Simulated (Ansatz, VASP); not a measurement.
# One calculation of Ge, two programs

Contents of POSCAR:

```
Ge
1.0
    0.0000000000      2.0983605250      2.0983605250
    2.0983605250      0.0000000000      2.0983605250
    2.0983605250      2.0983605250      0.0000000000
Ge
1
Direct
    0.0000000000      0.0000000000      0.0000000000
```

The input INCAR.step1:

```
SYSTEM = Ge
ALGO = Normal
EDIFF = 1E-4
ENCUT = 520
GGA = PE
ISMEAR = 0
LASPH = .TRUE.
LCHARG = .FALSE.
LREAL = .FALSE.
LWAVE = .TRUE.
NBANDS = 13
NELM = 100
PREC = Accurate
SIGMA = 0.15
```

Contents of INCAR.step2:

```
SYSTEM = Ge
ALGO = Normal
EDIFF = 1E-6
ENCUT = 520
ISIF = 2
ISMEAR = 0
ISTART = 1
LASPH = .TRUE.
LCHARG = .FALSE.
LMIXTAU = .TRUE.
LREAL = .FALSE.
LWAVE = .FALSE.
METAGGA = R2SCAN
NBANDS = 13
NELM = 100
PREC = Accurate
SIGMA = 0.15
```

KPOINTS

```
k-points
0
G
  22 22 22
  0 0 0
```

Input for Ansatz:

```yaml
crystal:
  lattice:
    - [0.0, 2.098360525, 2.098360525]
    - [2.098360525, 0.0, 2.098360525]
    - [2.098360525, 2.098360525, 0.0]
  atoms:
    - { symbol: Ge, position: [0.0, 0.0, 0.0] }
basis:
  ecutwfc: 500
kpoints:
  mp_grid: { grid: [22, 22, 22] }
hamiltonian:
  xc: r2scan
scf:
  occupations: { method: gaussian, width: 0.15 }
output:
  forces: true
  stress: true
  eigenvalues: true
```

Alike in both runs: task single point; functional r2SCAN; k mesh 22 × 22 × 22; occupations gaussian, width 0.15 eV; no spin polarisation.

```csv
,VASP,Ansatz
version,VASP 6.6.1,Ansatz 0.2.0
potentials or method,"VASP PAW PBE potentials, release 64 (Ge_d), cutoff 520 eV","scalar-relativistic, plane waves, PAW"
valence electrons in the cell,14,14
```

VASP gave:

- gap on the k mesh at the Fermi level (eV): none
- pressure (GPa): 2.0

Task: Estimate Ansatz's values.

Result: gap on the k mesh at the Fermi level (eV): none; pressure (GPa): 2.2.

VASP's potentials were made for PBE, not for r2SCAN. A gap of «none» marks a metal or a gap that the smearing closes. With one functional, cell and mesh, what is left measures potentials, basis and numerics.
